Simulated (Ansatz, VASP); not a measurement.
# One calculation of H, two programs

```
H
1.0
     2.58413   -2.52840    0.00000
     2.58413    2.52840    0.00000
     0.00000    0.00000    4.07969
H
4
Direct
  0.95330 0.04670 0.06851
  0.45330 0.54670 0.43149
  0.54670 0.45330 0.56851
  0.04670 0.95330 0.93149
```

Change from the starting cell: strain -0.015 along x and y, -0.015 along z, atoms carried along.

Alike in both runs: task single point; functional PBEsol; k mesh 6 × 6 × 6; occupations gaussian, width 0.05 eV; no spin polarisation.

|  | VASP | Ansatz |
| --- | --- | --- |
| version | VASP 6.6.1 | Ansatz 0.2.0 |
| potentials or method | VASP PAW PBE potentials, release 64 (H), cutoff 520 eV | scalar-relativistic, plane waves, PAW |
| valence electrons in the cell | 4 | 4 |

VASP gave:

- gap on the k mesh at the Fermi level (eV): 9.18
- least direct gap on the mesh (eV): 9.85
- pressure (GPa): 1.3
- traceless stress, the component that is largest in VASP (GPa): -1.43
- rms of the force components (eV/Å): 0.577

Question: Estimate Ansatz's values.

Answer: gap on the k mesh at the Fermi level (eV): 9.18; least direct gap on the mesh (eV): 9.85; pressure (GPa): 1.5; traceless stress, the component that is largest in VASP (GPa): -1.45; rms of the force components (eV/Å): 0.576.

VASP's potentials were made for PBE, not for PBEsol. Atom by atom the forces differ by 0.000 eV/Å (rms over components).
